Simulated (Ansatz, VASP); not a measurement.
## GaAs3 in VASP and in Ansatz

```
Ga As
1.0
     3.96788    0.00000    0.00000
    -1.98394    3.43628    0.00000
     0.00000    0.00000   13.41050
Ga As
2 6
Direct
  0.33333 0.66667 0.08428
  0.66667 0.33333 0.33468
  0.33333 0.66667 0.27252
  0.66667 0.33333 0.52362
  0.00000 0.00000 0.01700
  0.00000 0.00000 0.61158
  0.33333 0.66667 0.76088
  0.66667 0.33333 0.85345
```

Alike in both runs: functional PBE; k mesh 5 × 5 × 2; occupations gaussian, width 0.2 eV; no spin polarisation.

Ansatz relaxed the structure, and its values are those at the end. VASP's run is a single point on that final structure, the one shown.

|  | VASP | Ansatz |
| --- | --- | --- |
| version | VASP 6.6.1 | Ansatz 0.2.0 |
| potentials or method | VASP PAW PBE potentials, release 64 (Ga_d, As), cutoff 520 eV | scalar-relativistic, plane waves, PAW |
| valence electrons in the cell | 56 | 116 |

```csv
,VASP,Ansatz,Ansatz less VASP
gap on the k mesh at the Fermi level (eV),0.39,0.39,+0.002
least direct gap on the mesh (eV),0.68,0.68,-0.003
pressure (GPa),0.2,0.0,-0.17
rms of the force components (eV/Å),0.011,0.001,-0.0098
```

VASP's potentials hold 56 valence electrons a cell and Ansatz's 116, so a difference there can come from the potentials and not from the codes.
